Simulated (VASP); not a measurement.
A run of VASP 6.6.1 is set up as follows.

File INCAR:

```
SYSTEM = Cu
AGGAC = 1.0
AGGAX = 1.0
ALDAC = 0.0
ALDAX = 1.0
ALGO = Normal
EDIFF = 1E-7
EDIFFG = -0.01
ENCUT = 820
GGA = B5
GGA_COMPAT = .FALSE.
IBRION = 2
ISIF = 3
ISMEAR = -1
LASPH = .TRUE.
LCHARG = .FALSE.
LREAL = .FALSE.
LWAVE = .FALSE.
NELM = 120
NELMIN = 4
NSW = 80
PREC = Accurate
SIGMA = 0.1
```

Contents of KPOINTS:

```
k-points
0
G
  15 15 15
  0 0 0
```

POSCAR

```
Cu
1.0
    0.0000000000      1.8074800000      1.8074800000
    1.8074800000      0.0000000000      1.8074800000
    1.8074800000      1.8074800000      0.0000000000
Cu
1
Direct
    0.0000000000      0.0000000000      0.0000000000
```

Potentials or basis: VASP PAW PBE potentials, release 64 (Cu_sv_GW).

Run with:

```sh
$ cat potpaw_PBE.64/Cu_sv_GW/POTCAR > POTCAR
$ mpirun -np 1 vasp_std > vasp.out
```

(1) Estimate the relaxed cell.

(2) Predict the space group after relaxing (to 0.1 Å).

(3) Estimate the relaxed volume.

Answers

(1) a = 2.604 Å, b = 2.604 Å, c = 2.604 Å, α = 60.00°, β = 60.00°, γ = 60.00°.

(2) Fm-3m (No. 225).

(3) 12.49 Å³/atom.

Caveat: the PAW data sets were made with another functional, which shifts forces and pressure a little.
